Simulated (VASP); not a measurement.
Here is a VASP 6.6.1 calculation.

Contents of INCAR:

```
SYSTEM = Ge
PREC = Accurate
ENCUT = 520
EDIFF = 1E-7
ISMEAR = 0
SIGMA = 0.015
LREAL = .FALSE.
LASPH = .TRUE.
NELM = 60
ALGO = Normal
ISIF = 2
LWAVE = .FALSE.
LCHARG = .FALSE.
GGA = PE
NBANDS = 21
```

Contents of KPOINTS:

```
Automatic mesh
0
G
  10 10 6
  0 0 0
```

The input POSCAR:

```
Ge
1.0
    1.4880529250     -2.5946896100      0.0000000000
    1.4880529250      2.5946896100      0.0000000000
    0.0000000000      0.0000000000      4.7275957900
Ge
2
Direct
    0.3334466300      0.6665533700      0.2500000000
    0.6665533700      0.3334466300      0.7500000000
```

Potentials or basis: VASP PAW PBE potentials, release 64 (Ge_d).

The run is started by

```console
$ cat potpaw_PBE.64/Ge_d/POTCAR > POTCAR
$ mpirun -np 1 vasp_std > vasp.out
```

(1) Predict the band gap on the k mesh.

(2) Estimate the largest force.

(3) What does it give for the pressure?

Answers

(1) zero (bands 14 and 15 overlap by 8.97 eV).

(2) 0.016 eV/Å.

(3) 4.4 GPa.

Caveat: the cell stands under pressure.
